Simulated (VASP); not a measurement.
A run of VASP 6.6.1:

INCAR

```
SYSTEM = Pt
PREC = Accurate
ENCUT = 520
EDIFF = 1E-6
ISMEAR = -1
SIGMA = 0.1
LREAL = .FALSE.
LASPH = .TRUE.
NELM = 80
ALGO = Normal
ISIF = 2
LWAVE = .FALSE.
LCHARG = .FALSE.
GGA = PS
NBANDS = 11
```

KPOINTS

```
Automatic mesh
0
G
  17 17 17
  0 0 0
```

Contents of POSCAR:

```
Pt
1.0
    0.0000000000      1.7565672383      1.7565672383
    1.7565672383      0.0000000000      1.7565672383
    1.7565672383      1.7565672383      0.0000000000
Pt
1
Direct
    0.0000000000      0.0000000000      0.0000000000
```

Potentials or basis: VASP PAW PBE potentials, release 64 (Pt).

Run with:

```sh
$ cat potpaw_PBE.64/Pt/POTCAR > POTCAR
$ mpirun -np 1 vasp_std > vasp.out
```

Hardware: 1 thread of Intel Xeon 6975P-C, with other jobs on the host.

Question: Estimate the wall time of this run.

Answer: It took 10 s on 1 thread of Intel Xeon 6975P-C (shared host), peak memory 0.13 GiB. Counts: scf iterations 11, k points 165.
